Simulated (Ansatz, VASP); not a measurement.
One calculation of LiNbO3, two programs

INCAR

```
SYSTEM = LiNbO3
PREC = Accurate ; ENCUT = 600
EDIFF = 1E-6 ; ISMEAR = 0
SIGMA = 0.02 ; LREAL = .FALSE.
LASPH = .TRUE. ; NELM = 60
ALGO = Normal ; ISIF = 3
LWAVE = .FALSE. ; LCHARG = .FALSE.
GGA = PE ; IVDW = 12
IBRION = 2 ; NSW = 90
EDIFFG = -0.02
```

The input KPOINTS:

```
Automatic mesh
0
G
  6 6 6
  0 0 0
```

File POSCAR:

```
LiNbO3
1.0
    2.5758000000      1.4871388234      4.6230000000
   -2.5758000000      1.4871388234      4.6230000000
    0.0000000000     -2.9742776468      4.6230000000
Li Nb O
2 2 6
Direct
    0.2815000000      0.2815000000      0.2815000000
    0.7815000000      0.7815000000      0.7815000000
    0.0000550000      0.0000550000      0.0000550000
    0.5000550000      0.5000550000      0.5000550000
    0.1123100000      0.3583600000      0.7195900000
    0.7195900000      0.1123100000      0.3583600000
    0.3583600000      0.7195900000      0.1123100000
    0.2195900000      0.8583600000      0.6123100000
    0.8583600000      0.6123100000      0.2195900000
    0.6123100000      0.2195900000      0.8583600000
```

Input for Ansatz:

```yaml
crystal:
  lattice:
    - [2.5758, 1.4871388234, 4.623]
    - [-2.5758, 1.4871388234, 4.623]
    - [0.0, -2.9742776468, 4.623]
  atoms:
    - { symbol: Li, position: [0.2815, 0.2815, 0.2815] }
    - { symbol: Li, position: [0.7815, 0.7815, 0.7815] }
    - { symbol: Nb, position: [5.5e-05, 5.5e-05, 5.5e-05] }
    - { symbol: Nb, position: [0.500055, 0.500055, 0.500055] }
    - { symbol: O, position: [0.11231, 0.35836, 0.71959] }
    - { symbol: O, position: [0.71959, 0.11231, 0.35836] }
    - { symbol: O, position: [0.35836, 0.71959, 0.11231] }
    - { symbol: O, position: [0.21959, 0.85836, 0.61231] }
    - { symbol: O, position: [0.85836, 0.61231, 0.21959] }
    - { symbol: O, position: [0.61231, 0.21959, 0.85836] }
basis:
  ecutwfc: 420
kpoints:
  mp_grid: { grid: [6, 6, 6] }
hamiltonian:
  xc: pbe
  dispersion: d3bj
scf:
  occupations: { method: gaussian, width: 0.02 }
output:
  forces: true
  stress: true
  eigenvalues: true
  write_density: true
  write_potential: true
  elf: true
  volumetric_format: npy
relax:
  adjacent_minimum: "off"
  f_tol: 0.02
  max_steps: 70
  cell: { stress_tol: 0.1 }
```

Alike in both runs: task relaxation of cell and atoms; functional PBE; dispersion D3(BJ); k mesh 6 × 6 × 6; occupations gaussian, width 0.02 eV; no spin polarisation.

```csv
,VASP,Ansatz
version,VASP 6.6.1,Ansatz 0.2.0
potentials or method,"VASP PAW PBE potentials, release 64 (Li_sv, Nb_sv, O), cutoff 600 eV","scalar-relativistic, plane waves, PAW"
valence electrons in the cell,68,68
```

```tsv
	VASP	Ansatz	Ansatz less VASP
gap on the k mesh at the Fermi level, each at its own relaxed structure (eV)	3.56	3.59	+0.025
relaxed volume (Å³/atom)	10.51	10.56	+0.052
relaxed cell length with the largest relative difference (Å)	5.484	5.496	+0.0124
```

Noted on VASP's run: the cutoff is short for stress, so the pressure is rough.
